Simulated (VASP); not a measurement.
# Mg2Ge2N (P4mm) in VASP: further runs

The runs below take Mg2Ge2N through single point, relaxation of cell and atoms, with PBE.

Program: VASP 6.6.1. These are calculated values, not measurements. Logs are shortened: lines on timing, memory, paths and dates and some standing lists are left out, and cuts for length are marked.

### 1 The cell of the first run

The typed cell holds 5 atoms: a = 4.066 Å, b = 4.066 Å, c = 6.676 Å, α = 90.00°, β = 90.00°, γ = 90.00°.

The cell was generated, and may not be a known phase.

### 2 Single point, PBE

Input file INCAR:

```
SYSTEM = Mg2Ge2N
PREC     = Accurate       ! precision mode
ENCUT    = 520            ! plane-wave cutoff, eV
EDIFF    = 1E-6           ! SCF threshold, eV
ISMEAR   = 0              ! smearing method
SIGMA    = 0.1            ! smearing width, eV
LREAL    = .False.        ! projectors in reciprocal space
LASPH    = .True.         ! aspherical terms in the spheres
NELM     = 80             ! most SCF steps
ALGO     = Normal         ! electronic algorithm
ISIF     = 2              ! what is computed and relaxed
LWAVE    = .False.        ! write WAVECAR
LCHARG   = .False.        ! write CHGCAR
GGA      = PE             ! functional
NBANDS   = 26             ! bands
```

Input file KPOINTS:

```
Automatic mesh
0
Gamma
  10 10 6
  0 0 0
```

Input file POSCAR:

```
Mg2Ge2N
1.0
    4.0658094081      0.0000000000      0.0000000000
    0.0000000000      4.0658094081      0.0000000000
    0.0000000000      0.0000000000      6.6761391202
Mg Ge N
2 2 1
Direct
    0.5000000000      0.0000000000      0.5560168246
    0.0000000000      0.5000000000      0.5560168246
    0.0000000000      0.0000000000      0.2296784504
    0.0000000000      0.0000000000      0.8820467773
    0.5000000000      0.5000000000      0.5554474731
```

Potentials or basis: VASP PAW PBE potentials, release 64 (Mg, Ge_d, N).

The run is started by

```
$ cat potpaw_PBE.64/Mg/POTCAR potpaw_PBE.64/Ge_d/POTCAR potpaw_PBE.64/N/POTCAR > POTCAR
$ mpirun -np 1 vasp_std > vasp.out
```

OUTCAR:

```text
SYSTEM = Mg2Ge2N
   PREC = Accurate
   ENCUT = 520
   EDIFF = 1E-6
   ISMEAR = 0
   LREAL = .False.
   LASPH = .True.
   NELM = 80
   ISIF = 2
   GGA = PE

 ion  position               nearest neighbor table
   1  0.500  0.000  0.556-   5 2.03   5 2.03   2 2.87   2 2.87   2 2.87   2 2.87   4 2.98   4 2.98
                             3 2.98   3 2.98
   2  0.000  0.500  0.556-   5 2.03   5 2.03   1 2.87   1 2.87   1 2.87   1 2.87   4 2.98   4 2.98
                             3 2.98   3 2.98
   3  0.000  0.000  0.230-   4 2.32   2 2.98   1 2.98   2 2.98   1 2.98
   4  0.000  0.000  0.882-   3 2.32   2 2.98   1 2.98   2 2.98   1 2.98
   5  0.500  0.500  0.555-   1 2.03   2 2.03   1 2.03   2 2.03

  LATTYP: Found a simple tetragonal cell.
 ALAT       =     4.0658094081
 C/A-ratio  =     1.6420196940

  Lattice vectors:

 A1 = (   4.0658094081,   0.0000000000,   0.0000000000)
 A2 = (   0.0000000000,   4.0658094081,   0.0000000000)
 A3 = (   0.0000000000,   0.0000000000,   6.6761391202)

Analysis of symmetry for initial positions (statically):
=====================================================================
 Subroutine PRICEL returns:
 Original cell was already a primitive cell.

 Routine SETGRP: Setting up the symmetry group for a
 simple tetragonal supercell.

 Subroutine GETGRP returns: Found  8 space group operations
 (whereof  8 operations were pure point group operations)
 out of a pool of 16 trial point group operations.

The static configuration has the point symmetry C_4v.

Analysis of symmetry for dynamics (positions and initial velocities):
=====================================================================
 Subroutine PRICEL returns:
 Original cell was already a primitive cell.

 Routine SETGRP: Setting up the symmetry group for a
 simple tetragonal supercell.

 Subroutine GETGRP returns: Found  8 space group operations
 (whereof  8 operations were pure point group operations)
 out of a pool of 16 trial point group operations.

The dynamic configuration has the point symmetry C_4v.

 Subroutine INISYM returns: Found  8 space group operations
 (whereof  8 operations are pure point group operations),
 and found     1 'primitive' translations

----------------------------------------------------------------------------------------

                                     Primitive cell

  volume of cell :     110.3620

  direct lattice vectors                    reciprocal lattice vectors
     4.065809408  0.000000000  0.000000000     0.245953487  0.000000000  0.000000000
     0.000000000  4.065809408  0.000000000     0.000000000  0.245953487  0.000000000
     0.000000000  0.000000000  6.676139120     0.000000000  0.000000000  0.149787172

  length of vectors
     4.065809408  4.065809408  6.676139120     0.245953487  0.245953487  0.149787172

  position of ions in fractional coordinates (direct lattice)
     0.500000000  0.000000000  0.556016825
     0.000000000  0.500000000  0.556016825
     0.000000000  0.000000000  0.229678450
     0.000000000  0.000000000  0.882046777
     0.500000000  0.500000000  0.555447473

  ion indices of the primitive-cell ions
   primitive index   ion index
                 1           1
                 2           2
                 3           3
                 4           4
                 5           5

----------------------------------------------------------------------------------------

 KPOINTS: Automatic mesh

Automatic generation of k-mesh.
 Grid dimensions read from file:
 generate k-points for:   10   10    6

 Generating k-lattice:

  Cartesian coordinates                     Fractional coordinates (reciprocal lattice)
     0.024595349  0.000000000  0.000000000     0.100000000  0.000000000  0.000000000
     0.000000000  0.024595349  0.000000000     0.000000000  0.100000000  0.000000000
     0.000000000  0.000000000  0.024964529     0.000000000  0.000000000  0.166666667

  Length of vectors
     0.024595349  0.024595349  0.024964529

  Shift w.r.t. Gamma in fractional coordinates (k-lattice)
     0.000000000  0.000000000  0.000000000

 Subroutine IBZKPT returns following result:
 ===========================================

 Found     84 irreducible k-points:

 Following reciprocal coordinates:
            Coordinates               Weight
  0.000000  0.000000  0.000000      1.000000
  0.100000  0.000000  0.000000      4.000000
  0.200000  0.000000  0.000000      4.000000
  0.300000  0.000000  0.000000      4.000000
  0.400000  0.000000  0.000000      4.000000
  0.500000  0.000000  0.000000      2.000000
[... 16 lines left out ...]
  0.100000  0.000000  0.166667      8.000000
  0.200000  0.000000  0.166667      8.000000
 [... further k-points ...]
   k-points           NKPTS =     84   k-points in BZ     NKDIM =     84   number of bands    NBANDS=     26
   number of dos      NEDOS =    301   number of ions     NIONS =      5
   total plane-waves  NPLWV =  45000
   dimension x,y,z NGX =    30 NGY =   30 NGZ =   50
   dimension x,y,z NGXF=    60 NGYF=   60 NGZF=  100
   ions per type =               2   2   1
   NGX,Y,Z   is equivalent  to a cutoff of  12.27, 12.27, 12.45 a.u.
   NGXF,Y,Z  is equivalent  to a cutoff of  24.53, 24.53, 24.90 a.u.
 SYSTEM =  Mg2Ge2N
   PREC   = accura    normal or accurate (medium, high low for compatibility)
   ISTART =      0    job   : 0-new  1-cont  2-samecut
   ICHARG =      2    charge: 1-file 2-atom 10-const
   ISPIN  =      1    spin polarized calculation?
   LNONCOLLINEAR =      F non collinear calculations
   LSORBIT =      F    spin-orbit coupling
   LASPH  =      T    aspherical Exc in radial PAW
   ENCUT  =  520.0 eV  38.22 Ry    6.18 a.u.   7.56  7.56 12.41*2*pi/ulx,y,z
   NELM   =     80;   NELMIN=  2; NELMDL= -5     # of ELM steps
   EDIFF  = 0.1E-05   stopping-criterion for ELM
   LREAL  =      F    real-space projection
   EDIFFG = 0.1E-04   stopping-criterion for IOM
   NSW    =      0    number of steps for IOM
   IBRION =     -1    ionic relax: 0-MD 1-quasi-New 2-CG
   NFREE  =      0    steps in history (QN), initial steepest desc. (CG)
   ISIF   =      2    stress and relaxation
   ISYM   =      2    0-nonsym 1-usesym 2-fastsym
   POTIM  = 0.5000    time-step for ionic-motion
   TEBEG  =    0.0;   TEEND  =   0.0 temperature during run
   PSTRESS=    0.0 pullay stress
   NELECT =      37.0000    total number of electrons
   NUPDOWN=      -1.0000    fix difference up-down
   EMIN   =  10.00;   EMAX   =-10.00  energy-range for DOS
   EFERMI =   0.00;   METHOD = LEGACY
   ISMEAR =     0;   SIGMA  =   0.10  broadening in eV -4-tet -1-fermi 0-gaus
   EFERMI_NEDOS =   21; number of points for ismear=-14 and -15
   IALGO  =     38    algorithm
   IMIX   =      4    mixing-type and parameters
     AMIX     =   0.40;   BMIX     =  1.00
     AMIX_MAG =   1.60;   BMIX_MAG =  1.00
  volume/ion in A,a.u.               =      22.07       148.95
  Fermi-wavevector in a.u.,A,eV,Ry     =   1.137284  2.149155 17.597979  1.293415
  Thomas-Fermi vector in A             =   2.273989
   LORBIT       =      0    0 simple, 1 ext, 2 COOP (PROOUT), +10 PAW based schemes
   GGA     = PE    functional components
   LHFCALC =     F    Hartree Fock is set to
   AEXX    =    0.0000 exact exchange contribution
   IVDW    =     0    specifies the selected vdW correction
   LEPSILON=     F    determine dielectric tensor
   LRPA    =     F    only Hartree local field effects (RPA)
 non-spin polarized calculation
 Gauss-broadening in eV      SIGMA  =   0.10
  energy-cutoff  :      520.00
  volume of cell :      110.36
 maximum number of plane-waves:      3000
   NGX = 15   NGY = 15   NGZ = 25

 number of electron      36.9999949 magnetization

 Free energy of the ion-electron system (eV)
  ---------------------------------------------------
  ext. energy  EPLUGINS =         0.00000000
  ---------------------------------------------------
  free energy    TOTEN  =       -19.02520947 eV

  energy without entropy =      -19.01513462  energy(sigma->0) =      -19.02017205

 E-fermi :   2.4404     XC(G=0):  -8.7674

 val. band max:        2.4148337752   @ k =   0.3000   0.1000   0.5000
 cond. band min:       2.4498263767   @ k =   0.5000   0.4000   0.0000
 fundamental gap:      0.0349926015
 Fermi energy:         2.4404374852

 k-point     1 :       0.0000    0.0000    0.0000
  band No.  band energies     occupation
      1     -22.3594      2.00000
      2     -22.2749      2.00000
      3     -22.2672      2.00000
      4     -22.2567      2.00000
      5     -22.2548      2.00000
      6     -22.2548      2.00000
[... 18 lines left out ...]
     25       7.4854      0.00000
     26       8.6980      0.00000

 k-point     2 :       0.1000    0.0000    0.0000
  band No.  band energies     occupation
      1     -22.3593      2.00000
      2     -22.2747      2.00000
      3     -22.2673      2.00000
      4     -22.2564      2.00000
      5     -22.2549      2.00000
      6     -22.2548      2.00000
[... 18 lines left out ...]
     25       7.6476      0.00000
     26       8.8469      0.00000

 k-point     3 :       0.2000    0.0000    0.0000
  band No.  band energies     occupation
      1     -22.3591      2.00000
      2     -22.2739      2.00000
      3     -22.2675      2.00000
      4     -22.2558      2.00000
      5     -22.2553      2.00000
      6     -22.2547      2.00000
[... 572 lines left out ...]
 k-point    23 :       0.1000    0.0000    0.1667
  band No.  band energies     occupation
      1     -22.3590      2.00000
      2     -22.2746      2.00000
      3     -22.2673      2.00000
      4     -22.2564      2.00000
      5     -22.2548      2.00000
      6     -22.2547      2.00000
[... 18 lines left out ...]
     25       8.6868      0.00000
     26       8.9212      0.00000

 k-point    24 :       0.2000    0.0000    0.1667
  band No.  band energies     occupation
      1     -22.3588      2.00000
      2     -22.2739      2.00000
      3     -22.2675      2.00000
      4     -22.2558      2.00000
      5     -22.2552      2.00000
      6     -22.2547      2.00000
[... 18 lines left out ...]
     25       8.5442      0.00000
     26       8.8767      0.00000

 [... further k-points ...]

------------------------ aborting loop because EDIFF is reached ----------------------------------------

  FORCE on cell =-STRESS in cart. coord.  units (eV):
  Direction    XX          YY          ZZ          XY          YZ          ZX
  --------------------------------------------------------------------------------------
  -------------------------------------------------------------------------------------
  Total       -0.0707418     -0.0707418     -0.1041624      0.0000000      0.0000000      0.0000000
  in kB       -1.0269929     -1.0269929     -1.5121746      0.0000000      0.0000000      0.0000000
  external PRESSURE =      -1.1887201 kB  Pullay stress =       0.0000000 kB

 VOLUME and BASIS-vectors are now :
 -----------------------------------------------------------------------------
  energy-cutoff  :      520.00
  volume of cell :      110.36
      direct lattice vectors                 reciprocal lattice vectors
     4.065809408  0.000000000  0.000000000     0.245953487  0.000000000  0.000000000
     0.000000000  4.065809408  0.000000000     0.000000000  0.245953487  0.000000000
     0.000000000  0.000000000  6.676139120     0.000000000  0.000000000  0.149787172

 POSITION                                       TOTAL-FORCE (eV/Angst)
 -----------------------------------------------------------------------------------
      2.03290      0.00000      3.71205        -0.000000      0.000000     -0.001748
      0.00000      2.03290      3.71205         0.000000      0.000000     -0.001748
      0.00000      0.00000      1.53337        -0.000000     -0.000000      0.004813
      0.00000      0.00000      5.88867        -0.000000     -0.000000     -0.003550
      2.03290      2.03290      3.70824        -0.000000      0.000000      0.002232
 -----------------------------------------------------------------------------------
    total drift:                                0.000000     -0.000000      0.002338

  FREE ENERGIE OF THE ION-ELECTRON SYSTEM (eV)
  ---------------------------------------------------
  free  energy   TOTEN  =       -19.0252094743 eV

  energy  without entropy=      -19.0151346222  energy(sigma->0) =      -19.02017205
```

It took 4 min on 1 thread of Intel Xeon 8259CL, shared host; peak memory 0.36 GiB.

What came out:

```yaml
Free_energy: -19.0252 eV
Pressure: -0.1 GPa
Largest_force: 0.005 eV/Å
Band_gap_on_the_k_mesh: zero (an odd number of electrons rules out a gap without spin polarisation)
```

Forces in eV/Å, atoms in the order of the input:
```
Mg   0.000  0.000 -0.002
Mg   0.000  0.000 -0.002
Ge   0.000  0.000  0.005
Ge   0.000  0.000 -0.004
N    0.000  0.000  0.002
```

Caveat: an odd number of electrons without spin polarisation forces a metal; a magnetic or distorted state may lie lower.

### 3 Single point, PBE

Input file INCAR:

```
  PREC = Accurate
  ENCUT = 520
  EDIFF = 1E-7
  ISMEAR = 0
  SIGMA = 0.1
  LREAL = False
  LASPH = True
  NELM = 60
  ALGO = Normal
  ISIF = 2
  LWAVE = False
  LCHARG = True
  GGA = PE
  LELF = True
  LVHAR = True
  NBANDS = 26
```

Input file KPOINTS:

```
regular mesh
0
Gamma
  10 10 6
```

POSCAR is that of step 2.

Potentials or basis: VASP PAW PBE potentials, release 64 (Mg, Ge_d, N).

The run is started by

```
$ cat potpaw_PBE.64/Mg/POTCAR potpaw_PBE.64/Ge_d/POTCAR potpaw_PBE.64/N/POTCAR > POTCAR
$ mpirun -np 1 vasp_std > vasp.out
```

Wall time 4.5 min (1 thread of Intel Xeon 8259CL, shared host); peak memory 0.37 GiB.

Results (log left out):

```
Free energy            : -19.0252 eV
Pressure               : -0.1 GPa
Largest force          : 0.005 eV/Å
Band gap on the k mesh : zero (an odd number of electrons rules out a gap without spin polarisation)
```

Forces in eV/Å, atoms in the order of the input:
```
Mg   0.000  0.000 -0.002
Mg   0.000  0.000 -0.002
Ge   0.000  0.000  0.005
Ge   0.000  0.000 -0.003
N    0.000  0.000  0.002
```

Levels at points of the mesh, in eV from the Fermi level:
| k point | band 15 | band 16 | band 17 | band 18 | band 19 | band 20 | band 21 | band 22 | band 23 | band 24 |
| --- | --- | --- | --- | --- | --- | --- | --- | --- | --- | --- |
| (0.00, 0.00, 0.00) | -2.83 | -2.83 | -1.11 | 0.58 | 0.58 | 2.34 | 2.34 | 3.72 | 4.02 | 5.03 |
| (0.50, 0.00, 0.00) | -2.66 | -2.49 | -2.48 | -1.09 | 0.40 | 1.21 | 2.85 | 3.02 | 4.89 | 4.91 |
| (0.50, 0.50, 0.00) | -4.32 | -3.26 | -1.52 | -1.19 | -1.19 | -0.20 | -0.20 | 3.97 | 5.03 | 5.03 |
| (0.00, 0.00, 0.50) | -2.78 | -2.78 | -0.09 | 0.12 | 0.32 | 0.32 | 2.53 | 2.53 | 4.59 | 4.75 |
| (0.50, 0.00, 0.50) | -2.99 | -2.49 | -1.73 | -1.06 | -0.43 | 0.74 | 1.75 | 1.87 | 5.47 | 5.60 |
| (0.50, 0.50, 0.50) | -4.16 | -2.03 | -2.03 | -1.56 | -1.23 | 0.75 | 0.75 | 0.90 | 4.82 | 5.60 |

Caveat: an odd number of electrons without spin polarisation forces a metal; a magnetic or distorted state may lie lower.

[end of part 1 of 2]

The gap in the log of VASP goes by the Fermi energy; the results here count the filled bands.